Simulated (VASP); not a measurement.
# HfN (F-43m) in VASP: a series of runs

The runs below take HfN through relaxation of cell and atoms, single point, with PBEsol-based screened hybrid with 25 % exact exchange, PBE-based screened hybrid with 40 % exact exchange, PBE-based screened hybrid with 50 % exact exchange.

Program: VASP 6.6.1. These are calculated values, not measurements. Logs are shortened: lines on timing, memory, paths and dates and some standing lists are left out, and cuts for length are marked.

### Step 1. The cell of the first run

Symmetry: F-43m, No. 216, cubic system. Conventional cell: a = 4.910 Å, b = 4.910 Å, c = 4.910 Å, α = 90.00°, β = 90.00°, γ = 90.00°. Hf (site symmetry -43m) has 4 N at 2.13 Å within 2.8 Å. Within 2.8 Å of N (site symmetry -43m) lie 4 Hf at 2.13 Å.

### Step 2. Relaxation of cell and atoms, PBEsol-based screened hybrid with 25 % exact exchange

POSCAR

```
HfN
1.0
    0.0000000000      2.4548220000      2.4548220000
    2.4548220000      0.0000000000      2.4548220000
    2.4548220000      2.4548220000      0.0000000000
Hf N
1 1
Direct
    0.0000000000      0.0000000000      0.0000000000
    0.2500000000      0.2500000000      0.2500000000
```

INCAR.step1

```
ALGO     = Normal         # electronic algorithm
EDIFF    = 1E-5           # SCF threshold, eV
ENCUT    = 600            # plane-wave cutoff, eV
GGA      = PE             # functional
ISMEAR   = -1             # smearing method
LASPH    = True           # aspherical terms in the spheres
LCHARG   = False          # write CHGCAR
LREAL    = False          # projectors in reciprocal space
LWAVE    = True           # write WAVECAR
NBANDS   = 14             # bands
NELM     = 60             # most SCF steps
PREC     = Accurate       # precision mode
SIGMA    = 0.05           # smearing width, eV
```

INCAR.step2

```
AEXX     = 0.25           # exact-exchange fraction
ALGO     = Normal         # electronic algorithm
EDIFF    = 1E-7           # SCF threshold, eV
EDIFFG   = -0.01          # ionic threshold
ENCUT    = 600            # plane-wave cutoff, eV
GGA      = PS             # functional
HFSCREEN = 0.207          # screening, 1/A
IBRION   = 2              # ionic algorithm
ISIF     = 3              # what is computed and relaxed
ISMEAR   = -1             # smearing method
ISTART   = 1            
LASPH    = True           # aspherical terms in the spheres
LCHARG   = False          # write CHGCAR
LHFCALC  = True           # exact exchange
LREAL    = False          # projectors in reciprocal space
LWAVE    = False          # write WAVECAR
NELM     = 60             # most SCF steps
NSW      = 60             # ionic steps
PREC     = Accurate       # precision mode
PRECFOCK = Normal       
SIGMA    = 0.05           # smearing width, eV
```

KPOINTS

```
k-points
0
Gamma
  5 5 5
```

Potentials or basis: VASP PAW PBE potentials, release 64 (Hf_pv, N).

The run is started by

```console
cat potpaw_PBE.64/Hf_pv/POTCAR potpaw_PBE.64/N/POTCAR > POTCAR
cp INCAR.step1 INCAR
mpirun -np 1 vasp_std > vasp.out
cp INCAR.step2 INCAR
mpirun -np 1 vasp_std > vasp.out
```

OUTCAR:

```text
AEXX = 0.25
   EDIFF = 1E-7
   EDIFFG = -0.01
   ENCUT = 600
   GGA = PS
   HFSCREEN = 0.207
   IBRION = 2
   ISIF = 3
   ISMEAR = -1
   ISTART = 1
   LASPH = True
   LHFCALC = True
   LREAL = False
   NELM = 60
   NSW = 60
   PREC = Accurate
   PRECFOCK = Normal

 ion  position               nearest neighbor table
   1  0.000  0.000  0.000-   2 2.13   2 2.13   2 2.13   2 2.13
   2  0.250  0.250  0.250-   1 2.13   1 2.13   1 2.13   1 2.13

  LATTYP: Found a face centered cubic cell.
 ALAT       =     4.9096440000

  Lattice vectors:

 A1 = (   0.0000000000,   2.4548220000,   2.4548220000)
 A2 = (   2.4548220000,   0.0000000000,   2.4548220000)
 A3 = (   2.4548220000,   2.4548220000,   0.0000000000)

Analysis of symmetry for initial positions (statically):
=====================================================================
 Subroutine PRICEL returns:
 Original cell was already a primitive cell.

 Routine SETGRP: Setting up the symmetry group for a
 face centered cubic supercell.

 Subroutine GETGRP returns: Found 24 space group operations
 (whereof 24 operations were pure point group operations)
 out of a pool of 48 trial point group operations.

The static configuration has the point symmetry T_d .

Analysis of symmetry for dynamics (positions and initial velocities):
=====================================================================
 Subroutine PRICEL returns:
 Original cell was already a primitive cell.

 Routine SETGRP: Setting up the symmetry group for a
 face centered cubic supercell.

 Subroutine GETGRP returns: Found 24 space group operations
 (whereof 24 operations were pure point group operations)
 out of a pool of 48 trial point group operations.

The dynamic configuration has the point symmetry T_d .

 Subroutine INISYM returns: Found 24 space group operations
 (whereof 24 operations are pure point group operations),
 and found     1 'primitive' translations

----------------------------------------------------------------------------------------

                                     Primitive cell

  volume of cell :      29.5863

  direct lattice vectors                    reciprocal lattice vectors
     0.000000000  2.454822000  2.454822000    -0.203680756  0.203680756  0.203680756
     2.454822000  0.000000000  2.454822000     0.203680756 -0.203680756  0.203680756
     2.454822000  2.454822000  0.000000000     0.203680756  0.203680756 -0.203680756

  length of vectors
     3.471642566  3.471642566  3.471642566     0.352785417  0.352785417  0.352785417

  position of ions in fractional coordinates (direct lattice)
     0.000000000  0.000000000  0.000000000
     0.250000000  0.250000000  0.250000000

  ion indices of the primitive-cell ions
   primitive index   ion index
                 1           1
                 2           2

----------------------------------------------------------------------------------------

 KPOINTS: k-points

Automatic generation of k-mesh.
 Grid dimensions read from file:
 generate k-points for:    5    5    5

 Generating k-lattice:

  Cartesian coordinates                     Fractional coordinates (reciprocal lattice)
    -0.040736151  0.040736151  0.040736151     0.200000000  0.000000000  0.000000000
     0.040736151 -0.040736151  0.040736151     0.000000000  0.200000000  0.000000000
     0.040736151  0.040736151 -0.040736151     0.000000000  0.000000000  0.200000000

  Length of vectors
     0.070557083  0.070557083  0.070557083

  Shift w.r.t. Gamma in fractional coordinates (k-lattice)
     0.000000000  0.000000000  0.000000000

 Subroutine IBZKPT returns following result:
 ===========================================

 Found     10 irreducible k-points:

 Following reciprocal coordinates:
            Coordinates               Weight
  0.000000  0.000000  0.000000      1.000000
  0.200000  0.000000  0.000000      8.000000
  0.400000  0.000000  0.000000      8.000000
  0.200000  0.200000  0.000000      6.000000
  0.400000  0.200000  0.000000     24.000000
 -0.400000  0.200000  0.000000     24.000000
 -0.200000  0.200000  0.000000     12.000000
  0.400000  0.400000  0.000000      6.000000
 -0.400000  0.400000  0.000000     12.000000
 -0.400000  0.400000  0.200000     24.000000
   k-points           NKPTS =     10   k-points in BZ     NKDIM =    125   number of bands    NBANDS=     11
   number of dos      NEDOS =    301   number of ions     NIONS =      2
   total plane-waves  NPLWV =  21952
   dimension x,y,z NGX =    28 NGY =   28 NGZ =   28
   dimension x,y,z NGXF=    56 NGYF=   56 NGZF=   56
   ions per type =               1   1
   NGX,Y,Z   is equivalent  to a cutoff of  13.41, 13.41, 13.41 a.u.
   NGXF,Y,Z  is equivalent  to a cutoff of  26.82, 26.82, 26.82 a.u.
 SYSTEM =  unknown system
   PREC   = accura    normal or accurate (medium, high low for compatibility)
   ISTART =      1    job   : 0-new  1-cont  2-samecut
   ICHARG =      0    charge: 1-file 2-atom 10-const
   ISPIN  =      1    spin polarized calculation?
   LNONCOLLINEAR =      F non collinear calculations
   LSORBIT =      F    spin-orbit coupling
   LASPH  =      T    aspherical Exc in radial PAW
   ENCUT  =  600.0 eV  44.10 Ry    6.64 a.u.   6.93  6.93  6.93*2*pi/ulx,y,z
   NELM   =     60;   NELMIN=  2; NELMDL=  0     # of ELM steps
   EDIFF  = 0.1E-06   stopping-criterion for ELM
   LREAL  =      F    real-space projection
   EDIFFG = -.1E-01   stopping-criterion for IOM
   NSW    =     60    number of steps for IOM
   IBRION =      2    ionic relax: 0-MD 1-quasi-New 2-CG
   NFREE  =      1    steps in history (QN), initial steepest desc. (CG)
   ISIF   =      3    stress and relaxation
   ISYM   =      3    0-nonsym 1-usesym 2-fastsym
   POTIM  = 0.5000    time-step for ionic-motion
   TEBEG  =    0.0;   TEEND  =   0.0 temperature during run
   PSTRESS=    0.0 pullay stress
   NELECT =      15.0000    total number of electrons
   NUPDOWN=      -1.0000    fix difference up-down
   EMIN   =  10.00;   EMAX   =-10.00  energy-range for DOS
   EFERMI =   0.00;   METHOD = LEGACY
   ISMEAR =    -1;   SIGMA  =   0.05  broadening in eV -4-tet -1-fermi 0-gaus
   EFERMI_NEDOS =   21; number of points for ismear=-14 and -15
   IALGO  =     38    algorithm
   IMIX   =      1    mixing-type and parameters
     AMIX     =   0.40;   BMIX     =  1.00
     AMIX_MAG =   1.60;   BMIX_MAG =  1.00
  volume/ion in A,a.u.               =      14.79        99.83
  Fermi-wavevector in a.u.,A,eV,Ry     =   1.305395  2.466839 23.185087  1.704056
  Thomas-Fermi vector in A             =   2.436267
   LORBIT       =      0    0 simple, 1 ext, 2 COOP (PROOUT), +10 PAW based schemes
   GGA     = PS    functional components
   LHFCALC =     T    Hartree Fock is set to
   PRECFOCK=normal    Normal, Fast or Accurate (Low or Medium for compatibility)
   ENCUT4O =  -1.0   cutoff for four orbital integrals eV
   NKREDX  =     1    reduce k-point grid by
   NKREDY  =     1    reduce k-point grid by
   NKREDZ  =     1    reduce k-point grid by
   AEXX    =    0.2500 exact exchange contribution
   HFSCREEN=    0.2070 screening length (either q_TF or 0.3 A-1)
   HFSCREENC=   0.2070 screening length for correlation (either q_TF or 0.3 A-1)
   ENCUTFOCK=  -1.0 apply spherical cutoff to Coloumb kernel
   IVDW    =     0    specifies the selected vdW correction
   LEPSILON=     F    determine dielectric tensor
   LRPA    =     F    only Hartree local field effects (RPA)
 conjugate gradient relaxation of ions
 non-spin polarized calculation
  energy-cutoff  :      600.00
  volume of cell :       29.59
 maximum number of plane-waves:       990
  NGX = 24; NGY = 24; NGZ = 24

--------------------------------------- Ionic step        1  -------------------------------------------

 number of electron      15.0000001 magnetization

 Free energy of the ion-electron system (eV)
  ---------------------------------------------------
  ext. energy  EPLUGINS =         0.00000000
  ---------------------------------------------------
  free energy    TOTEN  =       -25.32208711 eV

  energy without entropy =      -25.30216299  energy(sigma->0) =      -25.31212505

------------------------ aborting loop because EDIFF is reached ----------------------------------------

  FORCE on cell =-STRESS in cart. coord.  units (eV):
  Direction    XX          YY          ZZ          XY          YZ          ZX
  --------------------------------------------------------------------------------------
  -------------------------------------------------------------------------------------
  Total       -1.4784471     -1.4784471     -1.4784471      0.0000000      0.0000000     -0.0000000
  in kB      -80.0619867    -80.0619867    -80.0619867      0.0000000      0.0000000     -0.0000000
  external PRESSURE =     -80.0619867 kB  Pullay stress =       0.0000000 kB
[... 93 lines left out ...]
  energy  without entropy=      -25.3334931616  energy(sigma->0) =      -25.34250338

--------------------------------------- Ionic step        4  -------------------------------------------

 number of electron      15.0000002 magnetization

 Free energy of the ion-electron system (eV)
  ---------------------------------------------------
  ext. energy  EPLUGINS =         0.00000000
  ---------------------------------------------------
  free energy    TOTEN  =       -25.35152874 eV

  energy without entropy =      -25.33354730  energy(sigma->0) =      -25.34253802

 E-fermi :   6.1244     XC(G=0):  -9.4996

 val. band max:        6.0799157009   @ k =   0.4000   0.2000   0.0000
 cond. band min:       6.2324609376   @ k =  -0.4000   0.2000   0.0000
 fundamental gap:      0.1525452366
 Fermi energy:         6.1244439883

 k-point     1 :       0.0000    0.0000    0.0000
  band No.  band energies     occupation
      1     -27.3943      2.00000
      2     -27.3943      2.00000
      3     -27.3943      2.00000
      4     -12.5967      2.00000
      5      -0.7176      2.00000
      6      -0.7176      2.00000
      7      -0.7176      2.00000
      8       5.5054      1.99999
      9       8.8669      0.00000
     10       8.8669      0.00000
     11      13.5747      0.00000
[... 153 lines left out ...]
  FREE ENERGIE OF THE ION-ELECTRON SYSTEM (eV)
  ---------------------------------------------------
  free  energy   TOTEN  =       -25.3515287359 eV

  energy  without entropy=      -25.3335472992  energy(sigma->0) =      -25.34253802

 reached required accuracy - stopping structural energy minimisation
```

It took 60 min on 1 thread of AMD EPYC 7R13 (Zen 3), shared host; peak memory 0.26 GiB.

What came out:

```yaml
Free_energy: -25.3515 eV
Relaxed_volume: 14.22 Å³/atom
Relaxed_cell: a = 3.427 Å, b = 3.427 Å, c = 3.427 Å, α = 60.00°, β = 60.00°, γ = 60.00°
Space_group_after_relaxing_to_0.1_Å: F-43m (No. 216)
Energy_gained_by_relaxing: 14.7 meV/atom
Ionic_steps: 4
Pressure_after_relaxing: 0.0 GPa
Band_gap_on_the_k_mesh: zero (an odd number of electrons rules out a gap without spin polarisation)
```

The path:
```tsv
step	energy change (eV)	largest force (eV/Å)	pressure (GPa)	volume (Å³)
1	0.0000	0.0000	-8.01	29.59
2	0.0703	0.0000	17.69	26.53
3	-0.0294	0.0000	-0.19	28.47
4	-0.0294	0.0000	-0.03	28.45
```

Final structure:
```
Hf N
1.0
     0.00000    2.42295    2.42295
     2.42295    0.00000    2.42295
     2.42295    2.42295    0.00000
Hf N
1 1
Direct
  0.00000 0.00000 0.00000
  0.25000 0.25000 0.25000
```

Levels at points of the mesh, in eV from the Fermi level:
```csv
k point,band 5,band 6,band 7,band 8,band 9,band 10
"(0.00, 0.00, 0.00)",-6.84,-6.84,-6.84,-0.62,2.74,2.74
```

Caveat: the k points lie up to 0.45 Å⁻¹ apart in the final cell, too coarse for converged energies and pressures of a metal; the PAW data sets were made with another functional, which shifts forces and pressure a little; spin-orbit coupling is left out, which moves the levels of the heavy elements.

### Step 3. Single point, PBE-based screened hybrid with 40 % exact exchange

POSCAR is that of step 2.

INCAR.step1

```
PREC = Accurate
ENCUT = 520
EDIFF = 1E-5
ISMEAR = -1
SIGMA = 0.05
LREAL = F
LASPH = T
NELM = 100
ALGO = Normal
ISIF = 2
LWAVE = T
LCHARG = F
GGA = PE
NBANDS = 14
```

INCAR.step2

```
PREC = Accurate
ENCUT = 520
EDIFF = 1E-6
ISMEAR = -1
SIGMA = 0.05
LREAL = F
LASPH = T
NELM = 100
ALGO = Normal
ISIF = 2
LWAVE = F
LCHARG = F
GGA = PE
LHFCALC = T
AEXX = 0.4
HFSCREEN = 0.2
PRECFOCK = Normal
ISTART = 1
NBANDS = 14
```

KPOINTS

```
regular mesh
0
Gamma
  5 5 5
```

Potentials or basis: VASP PAW PBE potentials, release 64 (Hf_pv, N).

The run is started by

```console
cat potpaw_PBE.64/Hf_pv/POTCAR potpaw_PBE.64/N/POTCAR > POTCAR
cp INCAR.step1 INCAR
mpirun -np 1 vasp_std > vasp.out
cp INCAR.step2 INCAR
mpirun -np 1 vasp_std > vasp.out
```

OUTCAR:

```text
PREC = Accurate
   ENCUT = 520
   EDIFF = 1E-6
   ISMEAR = -1
   LREAL = F
   LASPH = T
   NELM = 100
   ISIF = 2
   GGA = PE
   LHFCALC = T
   AEXX = 0.4
   HFSCREEN = 0.2
   PRECFOCK = Normal
   ISTART = 1

 ion  position               nearest neighbor table
   1  0.000  0.000  0.000-   2 2.13   2 2.13   2 2.13   2 2.13
   2  0.250  0.250  0.250-   1 2.13   1 2.13   1 2.13   1 2.13

  LATTYP: Found a face centered cubic cell.
 ALAT       =     4.9096440000

  Lattice vectors:

 A1 = (   0.0000000000,   2.4548220000,   2.4548220000)
 A2 = (   2.4548220000,   0.0000000000,   2.4548220000)
 A3 = (   2.4548220000,   2.4548220000,   0.0000000000)

Analysis of symmetry for initial positions (statically):
=====================================================================
 Subroutine PRICEL returns:
 Original cell was already a primitive cell.

 Routine SETGRP: Setting up the symmetry group for a
 face centered cubic supercell.

[... 166 lines left out ...]
 k-point     1 :       0.0000    0.0000    0.0000
  band No.  band energies     occupation
      1     -29.2490      2.00000
      2     -29.2490      2.00000
      3     -29.2490      2.00000
      4     -13.9887      2.00000
      5      -1.3343      2.00000
      6      -1.3343      2.00000
      7      -1.3343      2.00000
      8       5.3294      2.00000
      9       9.0526      0.00000
     10       9.0526      0.00000
     11      13.6250      0.00000
     12      13.6250      0.00000
     13      13.6250      0.00000
     14      20.0526      0.00000
[... 139 lines left out ...]
      1     -29.7476      2.00000
      2     -29.5408      2.00000
      3     -29.4206      2.00000
      4     -12.4103      2.00000
      5      -1.7946      2.00000
      6      -0.7202      2.00000
      7       0.4699      2.00000
      8       4.7384      2.00000
      9       8.0145      0.00000
     10      10.3388      0.00000
     11      12.3615      0.00000
     12      13.4318      0.00000
     13      15.3539      0.00000
     14      17.5743      0.00000

------------------------ aborting loop because EDIFF is reached ----------------------------------------

  FORCE on cell =-STRESS in cart. coord.  units (eV):
  Direction    XX          YY          ZZ          XY          YZ          ZX
  --------------------------------------------------------------------------------------
  -------------------------------------------------------------------------------------
  Total       -1.1910041     -1.1910041     -1.1910041      0.0000000      0.0000000      0.0000000
  in kB      -64.4961540    -64.4961540    -64.4961540      0.0000000      0.0000000      0.0000000
  external PRESSURE =     -64.4961540 kB  Pullay stress =       0.0000000 kB

 VOLUME and BASIS-vectors are now :
 -----------------------------------------------------------------------------
  energy-cutoff  :      520.00
  volume of cell :       29.59
      direct lattice vectors                 reciprocal lattice vectors
     0.000000000  2.454822000  2.454822000    -0.203680756  0.203680756  0.203680756
     2.454822000  0.000000000  2.454822000     0.203680756 -0.203680756  0.203680756
     2.454822000  2.454822000  0.000000000     0.203680756  0.203680756 -0.203680756

 POSITION                                       TOTAL-FORCE (eV/Angst)
 -----------------------------------------------------------------------------------
      0.00000      0.00000      0.00000        -0.000000     -0.000000     -0.000000
      1.22741      1.22741      1.22741         0.000000      0.000000      0.000000
 -----------------------------------------------------------------------------------
    total drift:                               -0.000001     -0.000000     -0.000000

  FREE ENERGIE OF THE ION-ELECTRON SYSTEM (eV)
  ---------------------------------------------------
  free  energy   TOTEN  =       -26.7947104082 eV

  energy  without entropy=      -26.7710340649  energy(sigma->0) =      -26.78287224
```

OUTCAR.step1:

```text
PREC = Accurate
   ENCUT = 520
   EDIFF = 1E-5
   ISMEAR = -1
   LREAL = F
[... 375 lines left out ...]
      0.00000      0.00000      0.00000        -0.000000     -0.000000     -0.000000
      1.22741      1.22741      1.22741         0.000000      0.000000      0.000000
 -----------------------------------------------------------------------------------
    total drift:                               -0.000000     -0.000000     -0.000000

  FREE ENERGIE OF THE ION-ELECTRON SYSTEM (eV)
  ---------------------------------------------------
  free  energy   TOTEN  =       -21.1596835465 eV

  energy  without entropy=      -21.1393402060  energy(sigma->0) =      -21.14951188
```

Wall time 22 min (1 thread of Intel Xeon 8259CL, shared host); peak memory 0.26 GiB.

Results:

- Free energy: -26.7947 eV
- Pressure: -6.4 GPa
- Band gap on the k mesh: zero (an odd number of electrons rules out a gap without spin polarisation)

Caveat: the k points lie up to 0.44 Å⁻¹ apart, too coarse for converged energies and pressures of a metal; the PAW data sets were made with another functional, which shifts forces and pressure a little; spin-orbit coupling is left out, which moves the levels of the heavy elements.

[end of part 1 of 2]
